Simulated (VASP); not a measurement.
A run of VASP 6.6.1 is set up as follows.

File INCAR:

```
PREC = Accurate
ENCUT = 600
EDIFF = 1E-7
ISMEAR = -1
SIGMA = 0.1
LREAL = F
LASPH = T
NELM = 80
ALGO = Normal
ISIF = 3
LWAVE = F
LCHARG = F
GGA = CA
IBRION = 2
NSW = 80
EDIFFG = -0.002
PSTRESS = 600.0
```

The input KPOINTS:

```
regular mesh
0
Gamma
  8 8 8
```

The input POSCAR:

```
NaCl3
1.0
    4.5403570182      0.0000000000      0.0000000000
    0.0000000000      4.5403570182      0.0000000000
    0.0000000000      0.0000000000      4.5403570182
Na Cl
2 6
Direct
    0.5000000000      0.5000000000      0.5000000000
    0.0000000000      0.0000000000      0.0000000000
    0.5000000000      0.0000000000      0.7500000000
    0.0000000000      0.2500000000      0.5000000000
    0.7500000000      0.5000000000      0.0000000000
    0.5000000000      0.0000000000      0.2500000000
    0.0000000000      0.7500000000      0.5000000000
    0.2500000000      0.5000000000      0.0000000000
```

Potentials or basis: VASP PAW LDA potentials, release 64 (Na_pv, Cl).

The run is started by

```console
$ cat potpaw_LDA.64/Na_pv/POTCAR potpaw_LDA.64/Cl/POTCAR > POTCAR
$ mpirun -np 1 vasp_std > vasp.out
```

Estimate the relaxed cell.

a = 4.535 Å, b = 4.535 Å, c = 4.535 Å, α = 90.00°, β = 90.00°, γ = 90.00°.

Predict the band gap on the k mesh.

zero (bands 28 and 29 overlap by 5.45 eV).

The path:
```csv
step,energy change (eV),largest force (eV/Å),pressure (GPa),volume (Å³)
1,0.0000,0.0000,59.15,93.60
2,0.3143,0.0000,61.51,92.76
3,0.1122,0.0000,60.00,93.30
```

Caveat: the cell is relaxed towards a set pressure, so the run minimises the enthalpy, not the energy.
